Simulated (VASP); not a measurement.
Here is a VASP 6.6.1 calculation.

Contents of INCAR:

```
SYSTEM = Al2O3
PREC     = Accurate       ! precision mode
ENCUT    = 520            ! plane-wave cutoff, eV
EDIFF    = 1E-7           ! SCF threshold, eV
ISMEAR   = -1             ! smearing method
SIGMA    = 0.05           ! smearing width, eV
LREAL    = .False.        ! projectors in reciprocal space
LASPH    = .True.         ! aspherical terms in the spheres
NELM     = 80             ! most SCF steps
ALGO     = Normal         ! electronic algorithm
ISIF     = 2              ! what is computed and relaxed
LWAVE    = .False.        ! write WAVECAR
LCHARG   = .True.         ! write CHGCAR
GGA      = PS             ! functional
IVDW     = 12             ! dispersion correction
LELF     = .True.         ! ELF
LVHAR    = .True.       
NBANDS   = 35             ! bands
```

The input KPOINTS:

```
regular mesh
0
Gamma
  7 7 7
  0 0 0
```

File POSCAR:

```
Al2O3
1.0
    2.3752379056      1.3713442442      4.3146959464
   -2.3752379056      1.3713442442      4.3146959464
    0.0000000000     -2.7426884884      4.3146959464
Al O
4 6
Direct
    0.8520441226      0.8520441226      0.8520441226
    0.6479558774      0.6479558774      0.6479558774
    0.1479558774      0.1479558774      0.1479558774
    0.3520441226      0.3520441226      0.3520441226
    0.0560142425      0.7500000000      0.4439857575
    0.7500000000      0.4439857575      0.0560142425
    0.4439857575      0.0560142425      0.7500000000
    0.9439857575      0.2500000000      0.5560142425
    0.2500000000      0.5560142425      0.9439857575
    0.5560142425      0.9439857575      0.2500000000
```

Potentials or basis: VASP PAW PBE potentials, release 64 (Al, O).

The run is started by

```sh
$ cat potpaw_PBE.64/Al/POTCAR potpaw_PBE.64/O/POTCAR > POTCAR
$ mpirun -np 1 vasp_std > vasp.out
```

Problem. Estimate the band gap on the k mesh.

Solution. 6.22 eV.

Problem. Predict the largest force.

Solution. 0.005 eV/Å.

Problem. Estimate the dispersion energy per atom.

Solution. -0.196 eV.

Problem. Estimate the pressure.

Solution. 0.1 GPa.

Forces in eV/Å, atoms in the order of the input:
```
Al   0.000  0.000 -0.002
Al   0.000  0.000  0.002
Al   0.000  0.000  0.002
Al   0.000  0.000 -0.002
O   -0.003 -0.005  0.000
O   -0.003  0.005  0.000
O    0.005  0.000  0.000
O    0.003  0.005  0.000
O    0.003 -0.005  0.000
O   -0.005  0.000  0.000
```

Caveat: the PAW data sets were made with another functional, which shifts forces and pressure a little.

**Experimental background.**

From “Multi-petahertz electron interference in Cr:Al2O3 solid-state material”, 2018, pmc:5906618, for a bulk crystal of Al2O3: band gap 8.7 eV (optical).

Against the measured gap of Al2O3, 8.7 eV (optical; quoted in “Multi-petahertz electron interference in Cr:Al2O3 solid-state material”, 2018, pmc:5906618), the calculated 6.22 eV is off by -2.48 eV. The value is that of PBEsol+D3(BJ) on a finite k mesh, which can miss the band edges, without temperature or zero-point motion. Semilocal functionals fall short of measured gaps as a rule.
